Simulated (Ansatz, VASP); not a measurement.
## Pt: VASP beside Ansatz

Contents of INCAR:

```
ALGO = Fast
EDIFF = 1E-6
ENCUT = 520
ISIF = 2
ISMEAR = 0
LASPH = T
LCHARG = F
LREAL = F
LWAVE = F
NBANDS = 11
NELM = 60
PREC = Accurate
SIGMA = 0.15
```

The input KPOINTS:

```
k-points
0
Gamma
  22 22 22
```

POSCAR

```
Pt
1.0
   -0.9625916049      1.6785048051      1.6785048051
    1.6785048051     -0.9625916049      1.6785048051
    1.6785048051      1.6785048051     -0.9625916049
Pt
1
Direct
    0.0000000000      0.0000000000      0.0000000000
```

Input for Ansatz:

```yaml
crystal:
  lattice:
    - [-0.9625916049, 1.6785048051, 1.6785048051]
    - [1.6785048051, -0.9625916049, 1.6785048051]
    - [1.6785048051, 1.6785048051, -0.9625916049]
  atoms:
    - { symbol: Pt, position: [0.0, 0.0, 0.0] }
basis:
  ecutwfc: 420
kpoints:
  mp_grid: { grid: [22, 22, 22] }
hamiltonian:
  xc: lda
  pseudopotentials: { kind: paw, azcp: { folder: soft_1 } }
scf:
  occupations: { method: gaussian, width: 0.15 }
output:
  forces: true
  stress: true
  eigenvalues: true
```

Alike in both runs: task single point; functional LDA; k mesh 22 × 22 × 22; occupations gaussian, width 0.15 eV; no spin polarisation.

|  | VASP | Ansatz |
| --- | --- | --- |
| version | VASP 6.6.1 | Ansatz 0.2.0 |
| potentials or method | VASP PAW LDA potentials, release 64 (Pt), cutoff 520 eV | scalar-relativistic, plane waves, PAW |
| valence electrons in the cell | 10 | 18 |

Ansatz gave:

| Item | Value |
| --- | --- |
| gap on the k mesh at the Fermi level (eV) | none |
| pressure (GPa) | 2.9 |
| traceless stress, the component that is largest in VASP (GPa) | 0.55 |

Task: Estimate VASP's values.

Result: gap on the k mesh at the Fermi level (eV): none; pressure (GPa): 3.4; traceless stress, the component that is largest in VASP (GPa): 0.50.

Ansatz warns that its potentials were made for another functional, while VASP's fit it. LDA's correlation is that of Perdew and Zunger in VASP and of Perdew and Wang (1992) in Ansatz. A gap of «none» marks a metal or a gap that the smearing closes. VASP's potentials hold 10 valence electrons a cell and Ansatz's 18, so a difference there can come from the potentials and not from the codes.

Neither program's run includes spin-orbit coupling.
